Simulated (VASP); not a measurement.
Write the native input for VASP 6.6.1 that does the following.

* Task: single point
* Functional: PBE
* Potentials or basis: VASP PAW PBE potentials, release 64 (Y_sv)
* Cutoff: 520 eV
* k mesh: 12 × 12 × 7
* Occupations: fermi-dirac, width 0.08 eV
* Spin: no spin polarisation
* Dipole correction: no
* Further INCAR settings: ALGO = Fast; EDIFF = 1e-06; NBANDS = 18

The structure of Y lies in POSCAR:

```
Y
1.0
    3.6514992371      0.0000000000      0.0000000000
   -1.8257496185      3.1622911012      0.0000000000
    0.0000000000      0.0000000000      5.7474000000
Y
2
Direct
    0.3333333333      0.6666666667      0.2500000000
    0.6885754759      0.3333333333      0.7500000000
```

This cell differs from its parent crystal: atom 2 (Y) moved by [0.08, 0.0, 0.0] A.

The input as run:

INCAR

```
PREC = Accurate ; ENCUT = 520
EDIFF = 1E-6 ; ISMEAR = -1
SIGMA = 0.08 ; LREAL = False
LASPH = True ; NELM = 100
ALGO = Fast ; ISIF = 2
LWAVE = False ; LCHARG = False
GGA = PE ; NBANDS = 18
```

KPOINTS

```
regular mesh
0
Gamma
  12 12 7
```

Potentials or basis: VASP PAW PBE potentials, release 64 (Y_sv).

Run with:

```console
$ cat potpaw_PBE.64/Y_sv/POTCAR > POTCAR
$ mpirun -np 1 vasp_std > vasp.out
```

Results of the run:

```yaml
Pressure: -0.4 GPa
Largest_force: 0.094 eV/Å
Band_gap_on_the_k_mesh: zero (bands 11 and 12 overlap by 1.28 eV)
```

Caveat: the cell differs from its parent crystal (atom 2 (Y) moved by [0.08, 0.0, 0.0] A).

Wall time 6.4 min on 1 thread of Intel(R) Xeon(R) Platinum 8488C (Sapphire Rapids), on a shared host, peak memory 0.45 GiB.
